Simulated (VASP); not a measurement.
Runs of VASP 6.6.1 on CdTe. The structure is that of space group I-4m2 (No. 119), or close to it. The cells are those of the table. 

```tsv
level	cell	cutoff (eV)	gap on the mesh (eV)	pressure (GPa)
PBEsol	a = 4.824, b = 4.589 Å, angles 61.6, 56.8, 61.6°, 2 atoms	520	0.23	-3.1
PBEsol	a = 4.475, b = 4.589 Å, angles 59.2, 61.7, 59.2°, 2 atoms	520	0.69	(c)
PBE	a = 4.365, b = 4.589 Å, angles 58.3, 63.4, 58.3°, 2 atoms	500	0.87	(d)
PBEsol	a = 4.794, b = 4.589 Å, angles 61.4, 57.2, 61.4°, 2 atoms	520	(a)	(b)
PBEsol	a = 4.365, b = 4.589 Å, angles 58.3, 63.4, 58.3°, 2 atoms	520	0.75	5.6
PBEsol	a = 4.764, b = 4.589 Å, angles 61.2, 57.6, 61.2°, 2 atoms	520	0.34	-2.5
PBEsol	a = 4.420, b = 4.589 Å, angles 58.7, 62.5, 58.7°, 2 atoms	520	0.72	4.0
```

Alike in all rows: task single point; potentials or basis VASP PAW PBE potentials, release 64 (Cd, Te); no spin polarisation; k mesh 8 × 8 × 8; smearing gaussian 0.05 eV.

Problem. Fill in the values left out.

Solution. (a) 0.28; (b) -2.8; (c) 2.5; (d) 8.4.

Caveats: spin-orbit coupling is left out, which moves the levels of the heavy elements; the PAW data sets were made with another functional, which shifts forces and pressure a little (some runs).

A k mesh can miss the band edges, and the runs leave out spin-orbit coupling on Cd, Te.
